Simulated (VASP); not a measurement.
# P (R-3m) in VASP: notebook, part 2 of 2

VASP 6.6.1. The steps go on from the part before.

**3. Single point, PBE+D3(BJ)**

This run uses another cell than the first one, of 17.69 Å³/atom.

File INCAR:

```
SYSTEM = P
  ALGO = Normal
  EDIFF = 1E-6
  ENCUT = 500
  GGA = PE
  GGA_COMPAT = .FALSE.
  ISIF = 2
  ISMEAR = 0
  IVDW = 12
  LASPH = .TRUE.
  LCHARG = .FALSE.
  LREAL = .FALSE.
  LWAVE = .FALSE.
  NBANDS = 12
  NELM = 120
  PREC = Accurate
  SIGMA = 0.1
```

File KPOINTS:

```
k-points
0
G
  6 6 6
  0 0 0
```

File POSCAR:

```
P
1.0
    1.8170204943      1.0490572715      3.0935330800
   -1.8170204943      1.0490572715      3.0935330800
    0.0000000000     -2.0981145430      3.0935330800
P
2
Direct
    0.2361958569      0.2361958569      0.2361958569
    0.7638041431      0.7638041431      0.7638041431
```

Potentials or basis: VASP PAW PBE potentials, release 64 (P).

Run with:

```sh
$ cat potpaw_PBE.64/P/POTCAR > POTCAR
$ mpirun -np 1 vasp_std > vasp.out
```

OUTCAR:

```text
SYSTEM = P
   EDIFF = 1E-6
   ENCUT = 500
   GGA = PE
   ISIF = 2
   ISMEAR = 0
   IVDW = 12
   LASPH = .TRUE.
   LREAL = .FALSE.
   NELM = 120
   PREC = Accurate
 IVDW          = 12

 ion  position               nearest neighbor table
   1  0.236  0.236  0.236-   2 2.46   2 2.46   2 2.46   2 2.77   2 2.77   2 2.77
   2  0.764  0.764  0.764-   1 2.46   1 2.46   1 2.46   1 2.77   1 2.77   1 2.77

  LATTYP: Found a trigonal (rhomboedric) cell.
 ALAT       =     3.7379180773
 COS(alpha) =     0.5274039478

  Lattice vectors:

 A1 = (   1.8170204943,   1.0490572715,   3.0935330800)
 A2 = (  -1.8170204943,   1.0490572715,   3.0935330800)
 A3 = (   0.0000000000,  -2.0981145430,   3.0935330800)

Analysis of symmetry for initial positions (statically):
=====================================================================
 Subroutine PRICEL returns:
 Original cell was already a primitive cell.

 Routine SETGRP: Setting up the symmetry group for a
 trigonal (rhombohedral) supercell.

 Subroutine GETGRP returns: Found 12 space group operations
 (whereof 12 operations were pure point group operations)
 out of a pool of 12 trial point group operations.

The static configuration has the point symmetry D_3d.

Analysis of symmetry for dynamics (positions and initial velocities):
=====================================================================
 Subroutine PRICEL returns:
 Original cell was already a primitive cell.

 Routine SETGRP: Setting up the symmetry group for a
 trigonal (rhombohedral) supercell.

 Subroutine GETGRP returns: Found 12 space group operations
 (whereof 12 operations were pure point group operations)
 out of a pool of 12 trial point group operations.

The dynamic configuration has the point symmetry D_3d.

 Subroutine INISYM returns: Found 12 space group operations
 (whereof 12 operations are pure point group operations),
 and found     1 'primitive' translations

----------------------------------------------------------------------------------------

                                     Primitive cell

  volume of cell :      35.3806

[... 118 lines left out ...]
   LRPA    =     F    only Hartree local field effects (RPA)
 non-spin polarized calculation
 Gauss-broadening in eV      SIGMA  =   0.10
  energy-cutoff  :      500.00
  volume of cell :       35.38
 maximum number of plane-waves:       932
   NGX = 13   NGY = 13   NGZ = 13

 number of electron      10.0000000 magnetization

 Free energy of the ion-electron system (eV)
  ---------------------------------------------------
  ext. energy  EPLUGINS =         0.00000000
  ---------------------------------------------------
  free energy    TOTEN  =       -10.44578022 eV

  energy without entropy =      -10.44462503  energy(sigma->0) =      -10.44520262

 E-fermi :   7.5655     XC(G=0): -10.4040

 val. band max:        7.4961043312   @ k =   0.5000   0.5000   0.5000
 cond. band min:       7.5940126875   @ k =   0.5000   0.0000   0.0000
 fundamental gap:      0.0979083563
 Fermi energy:         7.5654654420

 k-point     1 :       0.0000    0.0000    0.0000
  band No.  band energies     occupation
      1      -7.6670      2.00000
      2       3.5410      2.00000
      3       4.9978      2.00000
      4       5.1474      2.00000
      5       5.1474      2.00000
      6      10.0507      0.00000
      7      10.7281      0.00000
      8      10.7281      0.00000
      9      12.9046      0.00000
     10      12.9046      0.00000
     11      13.4287      0.00000
     12      14.4131      0.00000
[... 331 lines left out ...]
 k-point    24 :      -0.3333    0.5000    0.1667
  band No.  band energies     occupation
      1      -3.8598      2.00000
      2      -2.1938      2.00000
      3       0.5865      2.00000
      4       1.7580      2.00000
      5       5.2052      2.00000
      6       9.6382      0.00000
      7      11.0901      0.00000
      8      13.9315      0.00000
      9      14.3563      0.00000
     10      15.9425      0.00000
     11      18.8689      0.00000
     12      20.7850      0.00000

 [... further k-points ...]

------------------------ aborting loop because EDIFF is reached ----------------------------------------

 Edisp (eV)   -0.79697

 E8    (eV) :    -0.3023

  FORCE on cell =-STRESS in cart. coord.  units (eV):
  Direction    XX          YY          ZZ          XY          YZ          ZX
  --------------------------------------------------------------------------------------
  -------------------------------------------------------------------------------------
  Total      -3.23405    -3.23405    -2.75669    -0.00000    -0.00000     0.00000
  in kB    -146.45077  -146.45077  -124.83426    -0.00000    -0.00000     0.00000
  external pressure =     -139.25 kB  Pullay stress =        0.00 kB

 VOLUME and BASIS-vectors are now :
 -----------------------------------------------------------------------------
  energy-cutoff  :      500.00
  volume of cell :       35.38
      direct lattice vectors                 reciprocal lattice vectors
     1.817020494  1.049057271  3.093533080     0.275175763  0.158872801  0.107751663
    -1.817020494  1.049057271  3.093533080    -0.275175763  0.158872801  0.107751663
     0.000000000 -2.098114543  3.093533080     0.000000000 -0.317745601  0.107751663

 POSITION                                       TOTAL-FORCE (eV/Angst)
 -----------------------------------------------------------------------------------
      0.00000      0.00000      2.19204         0.000000      0.000000     -1.262784
      0.00000      0.00000      7.08856         0.000000     -0.000000      1.262784
 -----------------------------------------------------------------------------------
    total drift:                                0.000000     -0.000000      0.000000

  FREE ENERGIE OF THE ION-ELECTRON SYSTEM (eV)
  ---------------------------------------------------
  free  energy   TOTEN  =       -11.2427529785 eV

  energy  without entropy=      -11.2415977876  energy(sigma->0) =      -11.24217538
```

Wall time 13 s (1 thread of Intel Xeon Platinum 8259CL at 2.50GHz (Skylake/Cascade Lake), shared host); peak memory 0.16 GiB.

Results:

```yaml
Free_energy: -11.2428 eV
Pressure: -13.9 GPa
Largest_force: 1.263 eV/Å
Band_gap_on_the_k_mesh: zero (bands 5 and 6 overlap by 0.77 eV)
Dispersion_energy_per_atom: -0.398 eV
```

Forces in eV/Å, atoms in the order of the input:
```
P    0.000  0.000 -1.263
P    0.000  0.000  1.263
```

Caveat: the cell stands under tension; forces of over 1 eV/Å act on the atoms, so gaps and moduli don't describe the material at rest.

**4. Relaxation of cell and atoms, PBE+D3(BJ)**

This run uses another cell than the first one, of 17.69 Å³/atom.

File INCAR:

```
PREC = Accurate ; ENCUT = 500
EDIFF = 1E-7 ; ISMEAR = 0
SIGMA = 0.1 ; LREAL = False
LASPH = True ; NELM = 120
ALGO = Normal ; ISIF = 3
LWAVE = False ; LCHARG = False
GGA = PE ; IVDW = 12
IBRION = 2 ; NSW = 80
EDIFFG = -0.05 ; GGA_COMPAT = False
NELMIN = 4
```

File KPOINTS:

```
regular mesh
0
Gamma
  6 6 6
```

POSCAR is that of step 3.

Run with:

```sh
$ cat potpaw_PBE.64/P/POTCAR > POTCAR
$ mpirun -np 1 vasp_std > vasp.out
```

Wall time 39 s (1 thread of Intel Xeon Platinum 8259CL at 2.50GHz (Skylake/Cascade Lake), shared host); peak memory 0.16 GiB.

The run converged. Its results:

```yaml
Free_energy: -11.5701 eV
Relaxed_volume: 14.94 Å³/atom
Relaxed_cell: a = 3.563 Å, b = 3.563 Å, c = 3.563 Å, α = 57.16°, β = 57.16°, γ = 57.16°
Space_group_after_relaxing_to_0.1_Å: R-3m (No. 166)
Energy_gained_by_relaxing: 163.7 meV/atom
Ionic_steps: 6
Pressure_after_relaxing: 0.4 GPa
Largest_force_after_relaxing: 0.037 eV/Å
Band_gap_on_the_k_mesh: zero (bands 5 and 6 overlap by 1.01 eV)
Dispersion_energy_per_atom: -0.473 eV
```

Forces on the atoms (eV/Å):
```
P    0.000  0.000 -0.037
P    0.000  0.000  0.037
```

Stress tensor (GPa, compression positive):
```
0.37 0.00 0.00
0.00 0.37 0.00
0.00 0.00 0.45
```

Step by step:
| step | energy change (eV) | largest force (eV/Å) | pressure (GPa) | volume (Å³) |
| --- | --- | --- | --- | --- |
| 1 | 0.0000 | 1.2628 | -13.92 | 35.38 |
| 2 | -0.2673 | 0.6672 | 8.22 | 28.08 |
| 3 | -0.3254 | 0.0115 | -0.26 | 29.99 |
| 4 | -0.3254 | 0.0195 | 0.13 | 29.89 |
| 5 | -0.3271 | 0.0192 | 0.28 | 29.88 |
| 6 | -0.3273 | 0.0368 | 0.40 | 29.88 |

Final structure:
```
CELL_PARAMETERS angstrom
1.70417 0.98390 2.96979
-1.70417 0.98390 2.96979
0.00000 -1.96781 2.96979
ATOMIC_POSITIONS crystal
P 0.23155 0.23155 0.23155
P 0.76845 0.76845 0.76845
```

Levels at points of the mesh, in eV from the Fermi level:
```csv
k point,band 2,band 3,band 4,band 5,band 6,band 7,band 8,band 9
"(0.00, 0.00, 0.00)",-3.19,-2.99,-2.99,-2.81,1.78,2.95,2.95,5.40
"(0.50, 0.00, 0.00)",-12.50,-3.68,-3.23,-1.10,-0.15,0.08,0.50,9.60
"(0.50, 0.50, 0.00)",-10.13,-7.37,-5.87,-5.82,-0.11,6.78,7.72,8.84
"(0.50, 0.50, 0.50)",-11.73,-2.86,-2.86,-0.67,-0.67,0.32,2.14,9.43
```

Caveat: the volume moved by over 15 % at a fixed basis, so the end points are rough; the relaxation stopped at a loose force limit of 0.05 eV/Å, so its end isn't a converged minimum.

**5. Summary**

```tsv
task	cell	gap on the mesh (eV)	pressure (GPa)	largest force (eV/Å)
single point	a = 3.569 Å, angles 57.2°, 2 atoms, atomic positions A	none	-0.4	0.07
single point	a = 3.738 Å, angles 58.2°, 2 atoms, atomic positions B	none	-13.9	1.26
relaxation of cell and atoms	relaxed from a = 3.738 Å, angles 58.2°, 2 atoms, atomic positions B	none	0.4	0.04
```

Alike in all rows: level PBE+D3(BJ); potentials or basis VASP PAW PBE potentials, release 64 (P); no spin polarisation; k mesh 6 × 6 × 6; cutoff (eV) 500; smearing gaussian 0.1 eV.

Caveats: some runs use coarse meshes; the cell stands under tension (at least some runs); forces of over 1 eV/Å act on the atoms, so gaps and moduli don't describe the material at rest (at least some runs); the volume moved by over 15 % at a fixed basis, so the end points are rough (at least some runs); the relaxation stopped at a loose force limit of 0.05 eV/Å, so its end isn't a converged minimum (at least some runs).

Absolute energies hang on the potentials; compare differences alone.
